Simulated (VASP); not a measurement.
Write the native input for VASP 6.6.1 that does the following.

```
Task                   : single point
Functional             : PBEsol
Potentials or basis    : VASP PAW PBE potentials, release 64 (Fe, Co)
Cutoff                 : 520 eV
k mesh                 : 16 × 16 × 16
Occupations            : gaussian, width 0.15 eV
Spin                   : collinear spin, ferromagnetic start
Starting moments       : [2.77, 1.78, 1.78, 1.78] μB
Dipole correction      : no
Further INCAR settings : ALGO = Fast; EDIFF = 1e-06; NBANDS = 30
```

The structure of FeCo3 lies in POSCAR:

```
FeCo3
1.0
    3.6618049083     -0.7323609817     -0.7323609817
   -0.7323609817      3.6618049083     -0.7323609817
   -0.7323609817     -0.7323609817      3.6618049083
Fe Co
1 3
Direct
    0.0000000000      0.0000000000      0.0000000000
    0.5000000000      0.5000000000      0.0000000000
    0.5000000000      0.0000000000      0.5000000000
    0.0000000000      0.5000000000      0.5000000000
```

This cell differs from its parent crystal: ratio of the length along [111] to the lengths across it x 0.5, volume and fractional coordinates fixed.

These files were run (other wordings do the same):

INCAR

```
SYSTEM = FeCo3
PREC = Accurate
ENCUT = 520
EDIFF = 1E-6
ISMEAR = 0
SIGMA = 0.15
LREAL = .False.
LASPH = .True.
NELM = 150
ALGO = Fast
ISIF = 2
LWAVE = .False.
LCHARG = .False.
ISPIN = 2
MAGMOM = 2.77 1.78 1.78 1.78
LORBIT = 11
LMAXMIX = 4
GGA = PS
NBANDS = 30
```

KPOINTS

```
regular mesh
0
Gamma
  16 16 16
  0 0 0
```

Potentials or basis: VASP PAW PBE potentials, release 64 (Fe, Co).

Command:

```bash
$ cat potpaw_PBE.64/Fe/POTCAR potpaw_PBE.64/Co/POTCAR > POTCAR
$ mpirun -np 1 vasp_std > vasp.out
```

It gave:

```yaml
Pressure: 29.5 GPa
Net_moment: 6.59 μB per cell
Site_moments: Fe +2.30; Co +1.41 μB
Valence_electrons_inside_the_program's_atomic_spheres: Fe 7.54; Co 8.56
```

Caveat: the PAW data sets were made with another functional, which shifts forces and pressure a little.

Wall time 10 min on 1 thread of Intel Xeon 8259CL (shared host), peak memory 0.38 GiB.
